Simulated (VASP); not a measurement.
# BeZnSe2 (P-4m2) in VASP: density of states with PBEsol

Aim: the density of states of BeZnSe2 with PBEsol.

All numbers are computed with VASP 6.6.1; they aren't measurements. Logs are shortened: lines on timing, memory, paths and dates and some standing lists are left out, and cuts for length are marked.

### 1 The cell of the first run

Symmetry: P-4m2, No. 115, tetragonal system. Conventional cell: a = 3.837 Å, b = 3.837 Å, c = 5.516 Å, α = 90.00°, β = 90.00°, γ = 90.00°. Be (site symmetry -4m2) has 4 Se at 2.28 Å within 3.0 Å. Zn (site symmetry -4m2) has 4 Se at 2.45 Å within 3.2 Å. Within 3.0 Å of Se (site symmetry 2mm) lie 2 Be at 2.28 Å and 2 Zn at 2.45 Å.

### 2 Density of states, PBEsol

Contents of POSCAR:

```
BeZnSe2
1.0
    3.8371965733      0.0000000000      0.0000000000
    0.0000000000      3.8371965733      0.0000000000
    0.0000000000      0.0000000000      5.5159166851
Be Zn Se
1 1 2
Direct
    0.0000000000      0.0000000000      0.0000000000
    0.5000000000      0.5000000000      0.5000000000
    0.0000000000      0.5000000000      0.7771639151
    0.5000000000      0.0000000000      0.2228360849
```

Contents of INCAR.step1:

```
SYSTEM = BeZnSe2
PREC = Accurate
ENCUT = 520
EDIFF = 1E-7
ISMEAR = 0
SIGMA = 0.02
LREAL = .False.
LASPH = .True.
NELM = 60
ALGO = Normal
ISIF = 2
LWAVE = .False.
LCHARG = .True.
GGA = PS
NBANDS = 21
```

Contents of KPOINTS.step1:

```
Automatic mesh
0
Gamma
  8 8 6
  0 0 0
```

Contents of INCAR.step2:

```
SYSTEM = BeZnSe2
PREC = Accurate
ENCUT = 520
EDIFF = 1E-7
ISMEAR = -5
SIGMA = 0.02
LREAL = .False.
LASPH = .True.
NELM = 60
ALGO = Normal
ISIF = 2
LWAVE = .False.
LCHARG = .False.
GGA = PS
LORBIT = 11
NEDOS = 1001
ICHARG = 11
```

Contents of KPOINTS.step2:

```
Automatic mesh
0
Gamma
  12 12 9
  0 0 0
```

Potentials or basis: VASP PAW PBE potentials, release 64 (Be, Zn, Se).

On the command line:

```sh
$ cat potpaw_PBE.64/Be/POTCAR potpaw_PBE.64/Zn/POTCAR potpaw_PBE.64/Se/POTCAR > POTCAR
$ cp INCAR.step1 INCAR
$ cp KPOINTS.step1 KPOINTS
$ mpirun -np 1 vasp_std > vasp.out
$ cp INCAR.step2 INCAR
$ cp KPOINTS.step2 KPOINTS
$ mpirun -np 1 vasp_std > vasp.out
```

OUTCAR:

```text
SYSTEM = BeZnSe2
   PREC = Accurate
   ENCUT = 520
   EDIFF = 1E-7
   ISMEAR = -5
   LREAL = .False.
   LASPH = .True.
   NELM = 60
   ISIF = 2
   GGA = PS
   LORBIT = 11
   ICHARG = 11

 ion  position               nearest neighbor table
   1  0.000  0.000  0.000-   3 2.28   4 2.28   3 2.28   4 2.28
   2  0.500  0.500  0.500-   3 2.45   4 2.45   4 2.45   3 2.45
   3  0.000  0.500  0.777-   1 2.28   1 2.28   2 2.45   2 2.45
   4  0.500  0.000  0.223-   1 2.28   1 2.28   2 2.45   2 2.45

  LATTYP: Found a simple tetragonal cell.
 ALAT       =     3.8371965733
 C/A-ratio  =     1.4374860865

  Lattice vectors:

 A1 = (   3.8371965733,   0.0000000000,   0.0000000000)
 A2 = (   0.0000000000,   3.8371965733,   0.0000000000)
 A3 = (   0.0000000000,   0.0000000000,   5.5159166851)

Analysis of symmetry for initial positions (statically):
=====================================================================
 Subroutine PRICEL returns:
 Original cell was already a primitive cell.

 Routine SETGRP: Setting up the symmetry group for a
 simple tetragonal supercell.

 Subroutine GETGRP returns: Found  8 space group operations
 (whereof  8 operations were pure point group operations)
 out of a pool of 16 trial point group operations.

The static configuration has the point symmetry D_2d.

Analysis of symmetry for dynamics (positions and initial velocities):
=====================================================================
 Subroutine PRICEL returns:
 Original cell was already a primitive cell.

 Routine SETGRP: Setting up the symmetry group for a
 simple tetragonal supercell.

 Subroutine GETGRP returns: Found  8 space group operations
 (whereof  8 operations were pure point group operations)
 out of a pool of 16 trial point group operations.

The dynamic configuration has the point symmetry D_2d.

 Subroutine INISYM returns: Found  8 space group operations
 (whereof  8 operations are pure point group operations),
 and found     1 'primitive' translations

----------------------------------------------------------------------------------------

                                     Primitive cell

  volume of cell :      81.2168

  direct lattice vectors                    reciprocal lattice vectors
     3.837196573  0.000000000  0.000000000     0.260606925  0.000000000  0.000000000
     0.000000000  3.837196573  0.000000000     0.000000000  0.260606925  0.000000000
     0.000000000  0.000000000  5.515916685     0.000000000  0.000000000  0.181293529

  length of vectors
     3.837196573  3.837196573  5.515916685     0.260606925  0.260606925  0.181293529

  position of ions in fractional coordinates (direct lattice)
     0.000000000  0.000000000  0.000000000
     0.500000000  0.500000000  0.500000000
     0.000000000  0.500000000  0.777163915
     0.500000000  0.000000000  0.222836085

  ion indices of the primitive-cell ions
   primitive index   ion index
                 1           1
                 2           2
                 3           3
                 4           4

----------------------------------------------------------------------------------------

 KPOINTS: Automatic mesh

Automatic generation of k-mesh.
 Grid dimensions read from file:
 generate k-points for:   12   12    9

 Generating k-lattice:

  Cartesian coordinates                     Fractional coordinates (reciprocal lattice)
     0.021717244  0.000000000  0.000000000     0.083333333  0.000000000  0.000000000
     0.000000000  0.021717244  0.000000000     0.000000000  0.083333333  0.000000000
     0.000000000  0.000000000  0.020143725     0.000000000  0.000000000  0.111111111

  Length of vectors
     0.021717244  0.021717244  0.020143725

  Shift w.r.t. Gamma in fractional coordinates (k-lattice)
     0.000000000  0.000000000  0.000000000

 TETIRR: Found   1950 inequivalent tetrahedra from     7776

 Subroutine IBZKPT returns following result:
 ===========================================

 Found    140 irreducible k-points:

 Following reciprocal coordinates:
            Coordinates               Weight
  0.000000  0.000000  0.000000      1.000000
  0.083333  0.000000  0.000000      4.000000
  0.166667  0.000000  0.000000      4.000000
  0.250000  0.000000  0.000000      4.000000
  0.333333  0.000000  0.000000      4.000000
  0.416667  0.000000  0.000000      4.000000
[... 16 lines left out ...]
  0.333333  0.333333  0.000000      4.000000
  0.416667  0.333333  0.000000      8.000000
 [... further k-points ...]
   k-points           NKPTS =    140   k-points in BZ     NKDIM =    140   number of bands    NBANDS=     17
   number of dos      NEDOS =   1001   number of ions     NIONS =      4
   total plane-waves  NPLWV =  37800
   dimension x,y,z NGX =    30 NGY =   30 NGZ =   42
   dimension x,y,z NGXF=    60 NGYF=   60 NGZF=   84
   ions per type =               1   1   2
   NGX,Y,Z   is equivalent  to a cutoff of  13.00, 13.00, 12.66 a.u.
   NGXF,Y,Z  is equivalent  to a cutoff of  25.99, 25.99, 25.32 a.u.
 SYSTEM =  BeZnSe2
   PREC   = accura    normal or accurate (medium, high low for compatibility)
   ISTART =      0    job   : 0-new  1-cont  2-samecut
   ICHARG =     11    charge: 1-file 2-atom 10-const
   ISPIN  =      1    spin polarized calculation?
   LNONCOLLINEAR =      F non collinear calculations
   LSORBIT =      F    spin-orbit coupling
   LASPH  =      T    aspherical Exc in radial PAW
   ENCUT  =  520.0 eV  38.22 Ry    6.18 a.u.   7.13  7.13 10.26*2*pi/ulx,y,z
   NELM   =     60;   NELMIN=  2; NELMDL=  0     # of ELM steps
   EDIFF  = 0.1E-06   stopping-criterion for ELM
   LREAL  =      F    real-space projection
   EDIFFG = 0.1E-05   stopping-criterion for IOM
   NSW    =      0    number of steps for IOM
   IBRION =     -1    ionic relax: 0-MD 1-quasi-New 2-CG
   NFREE  =      0    steps in history (QN), initial steepest desc. (CG)
   ISIF   =      2    stress and relaxation
   ISYM   =      2    0-nonsym 1-usesym 2-fastsym
   POTIM  = 0.5000    time-step for ionic-motion
   TEBEG  =    0.0;   TEEND  =   0.0 temperature during run
   PSTRESS=    0.0 pullay stress
   NELECT =      26.0000    total number of electrons
   NUPDOWN=      -1.0000    fix difference up-down
   EMIN   =  10.00;   EMAX   =-10.00  energy-range for DOS
   EFERMI =   0.00;   METHOD = LEGACY
   ISMEAR =    -5;   SIGMA  =   0.02  broadening in eV -4-tet -1-fermi 0-gaus
   EFERMI_NEDOS =   21; number of points for ismear=-14 and -15
   IALGO  =     38    algorithm
   IMIX   =      4    mixing-type and parameters
     AMIX     =   0.40;   BMIX     =  1.00
     AMIX_MAG =   1.60;   BMIX_MAG =  1.00
  volume/ion in A,a.u.               =      20.30       137.02
  Fermi-wavevector in a.u.,A,eV,Ry     =   1.119912  2.116327 17.064475  1.254204
  Thomas-Fermi vector in A             =   2.256555
   LORBIT       =     11    0 simple, 1 ext, 2 COOP (PROOUT), +10 PAW based schemes
   GGA     = PS    functional components
   LHFCALC =     F    Hartree Fock is set to
   AEXX    =    0.0000 exact exchange contribution
   IVDW    =     0    specifies the selected vdW correction
   LEPSILON=     F    determine dielectric tensor
   LRPA    =     F    only Hartree local field effects (RPA)
 non-spin polarized calculation
 Fermi weights with tetrahedron method with Bloechl corrections
  energy-cutoff  :      520.00
  volume of cell :       81.22
 maximum number of plane-waves:      2224
 NGX is ok and might be reduce to    30

 number of electron      25.9999985 magnetization

 Free energy of the ion-electron system (eV)
  ---------------------------------------------------
  ext. energy  EPLUGINS =         0.00000000
  ---------------------------------------------------
  free energy    TOTEN  =       -16.09859269 eV

  energy without entropy =      -16.09859269  energy(sigma->0) =      -16.09859269

 E-fermi :   2.2137     XC(G=0):  -9.4825

 val. band max:        2.1938842516   @ k =   0.0000   0.0000   0.0000
 cond. band min:       4.3497995400   @ k =   0.0000   0.0000   0.0000
 fundamental gap:      2.1559152884
 Fermi energy:         2.2137346657

 k-point     1 :       0.0000    0.0000    0.0000
  band No.  band energies     occupation
      1     -11.3002      2.00000
      2      -9.9313      2.00000
      3      -4.2093      2.00000
      4      -4.2093      2.00000
      5      -4.1670      2.00000
      6      -4.1095      2.00000
[... 9 lines left out ...]
     16       5.9873      0.00000
     17       7.5216      0.00000

 k-point     2 :       0.0833    0.0000    0.0000
  band No.  band energies     occupation
      1     -11.2633      2.00000
      2      -9.9304      2.00000
      3      -4.2305      2.00000
      4      -4.2080      2.00000
      5      -4.1381      2.00000
      6      -4.0972      2.00000
[... 9 lines left out ...]
     16       6.1918      0.00000
     17       7.5355      0.00000

 k-point     3 :       0.1667    0.0000    0.0000
  band No.  band energies     occupation
      1     -11.1555      2.00000
      2      -9.9337      2.00000
      3      -4.2584      2.00000
      4      -4.2044      2.00000
      5      -4.0870      2.00000
      6      -4.0697      2.00000
[... 9 lines left out ...]
     16       6.7730      0.00000
     17       7.7583      0.00000

 k-point     4 :       0.2500    0.0000    0.0000
  band No.  band energies     occupation
      1     -10.9870      2.00000
      2      -9.9570      2.00000
      3      -4.2778      2.00000
      4      -4.1994      2.00000
      5      -4.0624      2.00000
      6      -4.0193      2.00000
[... 9 lines left out ...]
     16       7.3209      0.00000
     17       7.9115      0.00000
[... 343 lines left out ...]
      1     -10.1554      2.00000
      2     -10.1398      2.00000
      3      -4.2421      2.00000
      4      -4.1935      2.00000
      5      -4.1228      2.00000
      6      -4.0260      2.00000
[... 9 lines left out ...]
     16       6.4643      0.00000
     17       7.8820      0.00000

 k-point    23 :       0.3333    0.3333    0.0000
  band No.  band energies     occupation
      1     -10.3536      2.00000
      2      -9.9359      2.00000
      3      -4.2755      2.00000
      4      -4.1411      2.00000
      5      -4.1160      2.00000
      6      -3.9816      2.00000
[... 9 lines left out ...]
     16       6.5017      0.00000
     17       7.9192      0.00000

 k-point    24 :       0.4167    0.3333    0.0000
  band No.  band energies     occupation
      1     -10.1892      2.00000
      2      -9.9666      2.00000
      3      -4.2520      2.00000
      4      -4.1805      2.00000
      5      -4.0942      2.00000
      6      -3.9989      2.00000
[... 9 lines left out ...]
     16       5.8886      0.00000
     17       7.3742      0.00000

 [... further k-points ...]
[... 5 lines left out ...]
  --------------------------------------------------------------------------------------
  -------------------------------------------------------------------------------------
  Total       -1.2229208     -1.2229208     -1.3335298      0.0000000      0.0000000     -0.0000000
  in kB      -24.1247658    -24.1247658    -26.3067695      0.0000000      0.0000000     -0.0000000
  external PRESSURE =     -24.8521004 kB  Pullay stress =       0.0000000 kB

 VOLUME and BASIS-vectors are now :
 -----------------------------------------------------------------------------
  energy-cutoff  :      520.00
  volume of cell :       81.22
      direct lattice vectors                 reciprocal lattice vectors
     3.837196573  0.000000000  0.000000000     0.260606925  0.000000000  0.000000000
     0.000000000  3.837196573  0.000000000     0.000000000  0.260606925  0.000000000
     0.000000000  0.000000000  5.515916685     0.000000000  0.000000000  0.181293529

 POSITION                                       TOTAL-FORCE (eV/Angst)
 -----------------------------------------------------------------------------------
      0.00000      0.00000      0.00000         0.000000     -0.000000      0.000000
      1.91860      1.91860      2.75796        -0.000000      0.000000      0.000000
      0.00000      1.91860      4.28677         0.000000     -0.000000     -0.120039
      1.91860      0.00000      1.22915         0.000000     -0.000000      0.120039
 -----------------------------------------------------------------------------------
    total drift:                                0.000000      0.000000     -0.000000

  FREE ENERGIE OF THE ION-ELECTRON SYSTEM (eV)
  ---------------------------------------------------
  free  energy   TOTEN  =       -16.0985926930 eV

  energy  without entropy=      -16.0985926930  energy(sigma->0) =      -16.09859269

 total charge

# of ion       s       p       d       tot
------------------------------------------
    1        0.359   0.541   0.000   0.900
    2        0.540   0.458   9.783  10.781
    3        1.432   2.444   0.029   3.905
    4        1.432   2.444   0.029   3.905
--------------------------------------------------
tot          3.764   5.887   9.841  19.491
```

It took 2.5 min on 1 thread of Intel Xeon Platinum 8488C (Sapphire Rapids), shared host; peak memory 0.35 GiB.

Results:

* Valence electrons inside the program's atomic spheres: Be 0.90; Zn 10.78; Se 3.90

Levels at points of the mesh, in eV from the valence-band top:
| k point | band 10 | band 11 | band 12 | band 13 | band 14 | band 15 | band 16 | band 17 |
| --- | --- | --- | --- | --- | --- | --- | --- | --- |
| (0.00, 0.00, 0.00) | -2.56 | -0.34 | 0.00 | 0.00 | 2.16 | 2.70 | 3.79 | 5.33 |
| (0.50, 0.00, 0.00) | -3.14 | -2.68 | -1.57 | -0.65 | 4.16 | 4.84 | 5.91 | 6.12 |
| (0.50, 0.50, 0.00) | -2.73 | -2.40 | -2.40 | -2.17 | 2.62 | 2.62 | 2.76 | 4.32 |

Caveat: the PAW data sets were made with another functional, which shifts forces and pressure a little.
